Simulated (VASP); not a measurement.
Wanted: the native input for a VASP 6.6.1 run.

- Task: single point
- Functional: LDA
- Potentials or basis: VASP PAW LDA potentials, release 64 (W_sv)
- Cutoff: 520 eV
- k mesh: 23 × 23 × 23
- Occupations: fermi-dirac, width 0.1 eV
- Spin: no spin polarisation
- Dipole correction: no
- Further INCAR settings: ALGO = Normal; EDIFF = 1e-06; NBANDS = 13

The structure of W lies in POSCAR:

```
W
1.0
   -1.5676867249      1.5676867249      1.5676867249
    1.5676867249     -1.5676867249      1.5676867249
    1.5676867249      1.5676867249     -1.5676867249
W
1
Direct
    0.0000000000      0.0000000000      0.0000000000
```

One way to write it, as run:

INCAR

```
PREC = Accurate
ENCUT = 520
EDIFF = 1E-6
ISMEAR = -1
SIGMA = 0.1
LREAL = F
LASPH = T
NELM = 100
ALGO = Normal
ISIF = 2
LWAVE = F
LCHARG = T
LELF = T
LVHAR = T
NBANDS = 13
```

KPOINTS

```
regular mesh
0
Gamma
  23 23 23
```

Potentials or basis: VASP PAW LDA potentials, release 64 (W_sv).

Command:

```bash
$ cat potpaw_LDA.64/W_sv/POTCAR > POTCAR
$ mpirun -np 1 vasp_std > vasp.out
```

It gave:

The pressure is 1.9 GPa and the band gap on the k mesh is zero (band 7 reaches 16.84 eV, above the bottom of band 8 at 10.43 eV).

Caveat: spin-orbit coupling is left out, which moves the levels of the heavy elements.

Wall time 26 s on 1 thread of Intel(R) Xeon(R) Platinum 8488C (Sapphire Rapids), with other jobs on the host, peak memory 0.17 GiB.
